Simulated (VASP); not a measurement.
Input of a VASP 6.6.1 run:

The input INCAR:

```
  PREC = Accurate
  ENCUT = 520
  EDIFF = 1E-7
  ISMEAR = -1
  SIGMA = 0.05
  LREAL = False
  LASPH = True
  NELM = 80
  ALGO = Normal
  ISIF = 2
  LWAVE = False
  LCHARG = False
  GGA = CA
  NBANDS = 16
```

The input KPOINTS:

```
Automatic mesh
0
Gamma
  11 11 11
```

File POSCAR:

```
Al2Au
1.0
    0.0000000000      2.9387583262      2.9387583262
    2.9387583262      0.0000000000      2.9387583262
    2.9387583262      2.9387583262      0.0000000000
Al Au
2 1
Direct
    0.2500000000      0.2500000000      0.2500000000
    0.7500000000      0.7500000000      0.7500000000
    0.0000000000      0.0000000000      0.0000000000
```

Potentials or basis: VASP PAW LDA potentials, release 64 (Al, Au).

The run is started by

```bash
$ cat potpaw_LDA.64/Al/POTCAR potpaw_LDA.64/Au/POTCAR > POTCAR
$ mpirun -np 1 vasp_std > vasp.out
```

Q: Estimate the pressure.

A: 5.6 GPa.
